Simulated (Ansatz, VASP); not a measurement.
# MoS2: VASP and Ansatz over several settings

```
Mo S
1.0
     3.16900    0.00000    0.00000
    -1.58450    2.74443    0.00000
     0.00000    0.00000   12.32400
Mo S
2 4
Direct
  0.66667 0.33333 0.75000
  0.33333 0.66667 0.25000
  0.66667 0.33333 0.37700
  0.33333 0.66667 0.87700
  0.66667 0.33333 0.12300
  0.33333 0.66667 0.62300
```

Single points on this cell with VASP 6.6.1 and Ansatz 0.2.0. Each row is one pair of runs. Alike in all rows: spin: off; k mesh: 10 × 10 × 3; VASP's potentials, cutoff: VASP PAW PBE potentials, release 64 (Mo_sv, S), 520 eV.

```tsv
level	smearing	Ansatz's potentials, cutoff	gap on the k mesh at the Fermi level (eV), VASP	gap on the k mesh at the Fermi level (eV), Ansatz	least direct gap on the mesh (eV), VASP	least direct gap on the mesh (eV), Ansatz	pressure (GPa), VASP	pressure (GPa), Ansatz
r2SCAN+D4	fermi-dirac, width 0.05 eV	Ansatz PAW, 500 eV	1.04	1.03	1.99	1.98	-0.5	-0.5
PBE	gaussian, width 0.013 eV	Ansatz PAW, 420 eV	0.94	0.93	1.87	1.87	1.8	2.0
PBE	gaussian, width 0.014 eV	Ansatz PAW, 420 eV	0.94	?	1.87	?	1.8	?
```

Fill in what Ansatz gave in row 3.

gap on the k mesh at the Fermi level (eV): 0.93; least direct gap on the mesh (eV): 1.87; pressure (GPa): 2.0.

Noted on Ansatz's runs: odd divisions of the mesh miss points on the zone boundary, where band edges often lie, so the gap on the mesh can be too wide.
